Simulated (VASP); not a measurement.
# SrO (P6_3mc) in VASP: notebook

Runs on SrO. Level: PBE. Tasks: single point.

Everything below comes from runs of VASP 6.6.1. Logs are shortened: lines on timing, memory, paths and dates and some standing lists are left out, and cuts for length are marked.

## Step 1: The cell of the first run

The structure is hexagonal, space group P6_3mc (No. 186). The conventional cell has a = 4.498 Å, b = 4.498 Å, c = 4.959 Å, α = 90.00°, β = 90.00°, γ = 120.00°. Sr (site symmetry 3m) has 5 O at 2.29 to 2.67 Å within 3.0 Å. Within 3.0 Å of O (site symmetry 3m) lie 5 Sr at 2.29 to 2.67 Å.

## Step 2: Single point, PBE (strained)

Input file INCAR:

```
SYSTEM = SrO
PREC     = Accurate       ! precision mode
ENCUT    = 520            ! plane-wave cutoff, eV
EDIFF    = 1E-6           ! SCF threshold, eV
ISMEAR   = 0              ! smearing method
SIGMA    = 0.02           ! smearing width, eV
LREAL    = .FALSE.        ! projectors in reciprocal space
LASPH    = .TRUE.         ! aspherical terms in the spheres
NELM     = 60             ! most SCF steps
ALGO     = Normal         ! electronic algorithm
ISIF     = 2              ! what is computed and relaxed
LWAVE    = .FALSE.        ! write WAVECAR
LCHARG   = .FALSE.        ! write CHGCAR
GGA      = PE             ! functional
NBANDS   = 24             ! bands
```

Input file KPOINTS:

```
regular mesh
0
G
  9 9 6
  0 0 0
```

Input file POSCAR:

```
SrO
1.0
    4.4976194928      0.0000000000      0.0000000000
   -2.2488097464      3.8950527373      0.0000000000
    0.0000000000      0.0000000000      4.9594761566
Sr O
2 2
Direct
    0.3333333300      0.6666666700      0.9187312966
    0.6666666700      0.3333333300      0.4187312966
    0.3333333300      0.6666666700      0.4562687034
    0.6666666700      0.3333333300      0.9562687034
```

Potentials or basis: VASP PAW PBE potentials, release 64 (Sr_sv, O).

Launch:

```sh
$ cat potpaw_PBE.64/Sr_sv/POTCAR potpaw_PBE.64/O/POTCAR > POTCAR
$ mpirun -np 1 vasp_std > vasp.out
```

OUTCAR:

```text
SYSTEM = SrO
   PREC = Accurate
   ENCUT = 520
   EDIFF = 1E-6
   ISMEAR = 0
   LREAL = .FALSE.
   LASPH = .TRUE.
   NELM = 60
   ISIF = 2
   GGA = PE

 ion  position               nearest neighbor table
   1  0.333  0.667  0.919-   3 2.29   4 2.60   4 2.60   4 2.60   3 2.67   2 3.59   2 3.59   2 3.59
                             2 3.59   2 3.59   2 3.59
   2  0.667  0.333  0.419-   4 2.29   3 2.60   3 2.60   3 2.60   4 2.67   1 3.59   1 3.59   1 3.59
                             1 3.59   1 3.59   1 3.59
   3  0.333  0.667  0.456-   1 2.29   2 2.60   2 2.60   2 2.60   1 2.67
   4  0.667  0.333  0.956-   2 2.29   1 2.60   1 2.60   1 2.60   2 2.67

  LATTYP: Found a hexagonal cell.
 ALAT       =     4.4976194928
 C/A-ratio  =     1.1026891369

  Lattice vectors:

 A1 = (   4.4976194928,   0.0000000000,   0.0000000000)
 A2 = (  -2.2488097464,   3.8950527373,   0.0000000000)
 A3 = (   0.0000000000,   0.0000000000,   4.9594761566)

Analysis of symmetry for initial positions (statically):
=====================================================================
 Subroutine PRICEL returns:
 Original cell was already a primitive cell.

 Routine SETGRP: Setting up the symmetry group for a
 hexagonal supercell.

 Subroutine GETGRP returns: Found 12 space group operations
 (whereof  6 operations were pure point group operations)
 out of a pool of 24 trial point group operations.

The static configuration has the point symmetry C_3v.
 The point group associated with its full space group is C_6v.

Analysis of symmetry for dynamics (positions and initial velocities):
=====================================================================
 Subroutine PRICEL returns:
 Original cell was already a primitive cell.

 Routine SETGRP: Setting up the symmetry group for a
 hexagonal supercell.

 Subroutine GETGRP returns: Found 12 space group operations
 (whereof  6 operations were pure point group operations)
 out of a pool of 24 trial point group operations.

The dynamic configuration has the point symmetry C_3v.
 The point group associated with its full space group is C_6v.

 Subroutine INISYM returns: Found 12 space group operations
 (whereof  6 operations are pure point group operations),
 and found     1 'primitive' translations

----------------------------------------------------------------------------------------

                                     Primitive cell

  volume of cell :      86.8824

  direct lattice vectors                    reciprocal lattice vectors
     4.497619493  0.000000000  0.000000000     0.222339840  0.128367967  0.000000000
    -2.248809746  3.895052737  0.000000000     0.000000000  0.256735933  0.000000000
     0.000000000  0.000000000  4.959476157     0.000000000  0.000000000  0.201634199

  length of vectors
     4.497619493  4.497619493  4.959476157     0.256735933  0.256735933  0.201634199

  position of ions in fractional coordinates (direct lattice)
     0.333333330  0.666666670  0.918731297
     0.666666670  0.333333330  0.418731297
     0.333333330  0.666666670  0.456268703
     0.666666670  0.333333330  0.956268703

  ion indices of the primitive-cell ions
   primitive index   ion index
                 1           1
                 2           2
                 3           3
                 4           4

----------------------------------------------------------------------------------------

 KPOINTS: regular mesh

Automatic generation of k-mesh.
 Grid dimensions read from file:
 generate k-points for:    9    9    6

 Generating k-lattice:

  Cartesian coordinates                     Fractional coordinates (reciprocal lattice)
     0.024704427  0.014263107  0.000000000     0.111111111  0.000000000  0.000000000
     0.000000000  0.028526215  0.000000000     0.000000000  0.111111111  0.000000000
     0.000000000  0.000000000  0.033605700     0.000000000  0.000000000  0.166666667

  Length of vectors
     0.028526215  0.028526215  0.033605700

  Shift w.r.t. Gamma in fractional coordinates (k-lattice)
     0.000000000  0.000000000  0.000000000

 Subroutine IBZKPT returns following result:
 ===========================================

 Found     48 irreducible k-points:

 Following reciprocal coordinates:
            Coordinates               Weight
  0.000000  0.000000  0.000000      1.000000
  0.111111  0.000000  0.000000      6.000000
  0.222222  0.000000  0.000000      6.000000
  0.333333  0.000000  0.000000      6.000000
  0.444444  0.000000  0.000000      6.000000
  0.111111  0.111111  0.000000      6.000000
[... 16 lines left out ...]
  0.333333  0.222222  0.166667     24.000000
  0.333333  0.333333  0.166667      4.000000
 [... further k-points ...]
   k-points           NKPTS =     48   k-points in BZ     NKDIM =     48   number of bands    NBANDS=     24
   number of dos      NEDOS =    301   number of ions     NIONS =      4
   total plane-waves  NPLWV =  51840
   dimension x,y,z NGX =    36 NGY =   36 NGZ =   40
   dimension x,y,z NGXF=    72 NGYF=   72 NGZF=   80
   ions per type =               2   2
   NGX,Y,Z   is equivalent  to a cutoff of  13.31, 13.31, 13.41 a.u.
   NGXF,Y,Z  is equivalent  to a cutoff of  26.61, 26.61, 26.82 a.u.
 SYSTEM =  SrO
   PREC   = accura    normal or accurate (medium, high low for compatibility)
   ISTART =      0    job   : 0-new  1-cont  2-samecut
   ICHARG =      2    charge: 1-file 2-atom 10-const
   ISPIN  =      1    spin polarized calculation?
   LNONCOLLINEAR =      F non collinear calculations
   LSORBIT =      F    spin-orbit coupling
   LASPH  =      T    aspherical Exc in radial PAW
   ENCUT  =  520.0 eV  38.22 Ry    6.18 a.u.   8.36  8.36  9.22*2*pi/ulx,y,z
   NELM   =     60;   NELMIN=  2; NELMDL= -5     # of ELM steps
   EDIFF  = 0.1E-05   stopping-criterion for ELM
   LREAL  =      F    real-space projection
   EDIFFG = 0.1E-04   stopping-criterion for IOM
   NSW    =      0    number of steps for IOM
   IBRION =     -1    ionic relax: 0-MD 1-quasi-New 2-CG
   NFREE  =      0    steps in history (QN), initial steepest desc. (CG)
   ISIF   =      2    stress and relaxation
   ISYM   =      2    0-nonsym 1-usesym 2-fastsym
   POTIM  = 0.5000    time-step for ionic-motion
   TEBEG  =    0.0;   TEEND  =   0.0 temperature during run
   PSTRESS=    0.0 pullay stress
   NELECT =      32.0000    total number of electrons
   NUPDOWN=      -1.0000    fix difference up-down
   EMIN   =  10.00;   EMAX   =-10.00  energy-range for DOS
   EFERMI =   0.00;   METHOD = LEGACY
   ISMEAR =     0;   SIGMA  =   0.02  broadening in eV -4-tet -1-fermi 0-gaus
   EFERMI_NEDOS =   21; number of points for ismear=-14 and -15
   IALGO  =     38    algorithm
   IMIX   =      4    mixing-type and parameters
     AMIX     =   0.40;   BMIX     =  1.00
     AMIX_MAG =   1.60;   BMIX_MAG =  1.00
  volume/ion in A,a.u.               =      21.72       146.58
  Fermi-wavevector in a.u.,A,eV,Ry     =   1.173494  2.217582 18.736422  1.377088
  Thomas-Fermi vector in A             =   2.309906
   LORBIT       =      0    0 simple, 1 ext, 2 COOP (PROOUT), +10 PAW based schemes
   GGA     = PE    functional components
   LHFCALC =     F    Hartree Fock is set to
   AEXX    =    0.0000 exact exchange contribution
   IVDW    =     0    specifies the selected vdW correction
   LEPSILON=     F    determine dielectric tensor
   LRPA    =     F    only Hartree local field effects (RPA)
 non-spin polarized calculation
 Gauss-broadening in eV      SIGMA  =   0.02
  energy-cutoff  :      520.00
  volume of cell :       86.88
 maximum number of plane-waves:      2376
 NGX is ok and might be reduce to    36
   NGX = 17   NGY = 17   NGZ = 19

 number of electron      32.0000013 magnetization

 Free energy of the ion-electron system (eV)
  ---------------------------------------------------
  ext. energy  EPLUGINS =         0.00000000
  ---------------------------------------------------
  free energy    TOTEN  =       -23.58091780 eV

  energy without entropy =      -23.58091780  energy(sigma->0) =      -23.58091780

 E-fermi :   0.7947     XC(G=0):  -8.6258

 val. band max:        0.6836188364   @ k =   0.0000   0.0000   0.0000
 cond. band min:       2.8709909452   @ k =   0.0000   0.0000   0.0000
 fundamental gap:      2.1873721088
 Fermi energy:         0.7946860192

 k-point     1 :       0.0000    0.0000    0.0000
  band No.  band energies     occupation
      1     -32.0478      2.00000
      2     -31.8942      2.00000
      3     -15.1453      2.00000
      4     -14.7095      2.00000
      5     -14.2395      2.00000
      6     -14.2395      2.00000
[... 16 lines left out ...]
     23       9.0061      0.00000
     24       9.0078      0.00000

 k-point     2 :       0.1111    0.0000    0.0000
  band No.  band energies     occupation
      1     -32.0428      2.00000
      2     -31.8973      2.00000
      3     -15.1864      2.00000
      4     -14.8189      2.00000
      5     -14.2939      2.00000
      6     -14.2529      2.00000
[... 16 lines left out ...]
     23       8.3969      0.00000
     24       9.2303      0.00000

 k-point     3 :       0.2222    0.0000    0.0000
  band No.  band energies     occupation
      1     -32.0289      2.00000
      2     -31.9066      2.00000
      3     -15.2896      2.00000
      4     -15.0333      2.00000
      5     -14.3356      2.00000
      6     -14.2845      2.00000
[... 16 lines left out ...]
     23       8.5452      0.00000
     24       9.2548      0.00000
[... 514 lines left out ...]
 k-point    23 :       0.3333    0.2222    0.1667
  band No.  band energies     occupation
      1     -31.9771      2.00000
      2     -31.9468      2.00000
      3     -15.6402      2.00000
      4     -15.5787      2.00000
      5     -14.3754      2.00000
      6     -14.0623      2.00000
[... 16 lines left out ...]
     23       8.5859      0.00000
     24       9.4325      0.00000

 k-point    24 :       0.3333    0.3333    0.1667
  band No.  band energies     occupation
      1     -31.9615      2.00000
      2     -31.9615      2.00000
      3     -15.6263      2.00000
      4     -15.6263      2.00000
      5     -14.3975      2.00000
      6     -13.9901      2.00000
[... 16 lines left out ...]
     23       8.5937      0.00000
     24       9.5941      0.00000

 [... further k-points ...]

------------------------ aborting loop because EDIFF is reached ----------------------------------------

  FORCE on cell =-STRESS in cart. coord.  units (eV):
  Direction    XX          YY          ZZ          XY          YZ          ZX
  --------------------------------------------------------------------------------------
  -------------------------------------------------------------------------------------
  Total       -2.1357456     -2.1357456      4.5333461      0.0000000      0.0000000     -0.0000000
  in kB      -39.3847642    -39.3847642     83.5983287      0.0000000      0.0000000     -0.0000000
  external PRESSURE =       1.6096001 kB  Pullay stress =       0.0000000 kB

 VOLUME and BASIS-vectors are now :
 -----------------------------------------------------------------------------
  energy-cutoff  :      520.00
  volume of cell :       86.88
      direct lattice vectors                 reciprocal lattice vectors
     4.497619493  0.000000000  0.000000000     0.222339840  0.128367967  0.000000000
    -2.248809746  3.895052737  0.000000000     0.000000000  0.256735933  0.000000000
     0.000000000  0.000000000  4.959476157     0.000000000  0.000000000  0.201634199

 POSITION                                       TOTAL-FORCE (eV/Angst)
 -----------------------------------------------------------------------------------
     -0.00000      2.59670      4.55643         0.000000     -0.000000      0.994717
      2.24881      1.29835      2.07669        -0.000000      0.000000      0.994717
     -0.00000      2.59670      2.26285        -0.000000      0.000000     -0.994717
      2.24881      1.29835      4.74259         0.000000     -0.000000     -0.994717
 -----------------------------------------------------------------------------------
    total drift:                               -0.000033      0.000019     -0.000015

  FREE ENERGIE OF THE ION-ELECTRON SYSTEM (eV)
  ---------------------------------------------------
  free  energy   TOTEN  =       -23.5809177997 eV

  energy  without entropy=      -23.5809177997  energy(sigma->0) =      -23.58091780
```

It took 1.7 min on 1 thread of Intel Xeon Platinum 8259CL at 2.50GHz (Skylake/Cascade Lake), shared host; peak memory 0.26 GiB.

Results:

```yaml
Free_energy: -23.5809 eV
Pressure: 0.2 GPa
Largest_force: 0.995 eV/Å
Band_gap_on_the_k_mesh: 2.19 eV, direct
```

Forces in eV/Å, atoms in the order of the input:
```
Sr   0.000  0.000  0.995
Sr   0.000  0.000  0.995
O    0.000  0.000 -0.995
O    0.000  0.000 -0.995
```

Levels at points of the mesh, in eV from the valence-band top:
| k point | band 14 | band 15 | band 16 | band 17 | band 18 | band 19 |
| --- | --- | --- | --- | --- | --- | --- |
| (0.00, 0.00, 0.00) | -0.96 | -0.16 | 0.00 | 2.19 | 5.63 | 5.63 |
| (0.00, 0.00, 0.50) | -1.22 | -1.22 | -1.22 | 3.84 | 3.84 | 7.37 |

Caveat: the cell differs from its parent crystal (strained).

(Part 1 of 2 ends here.)
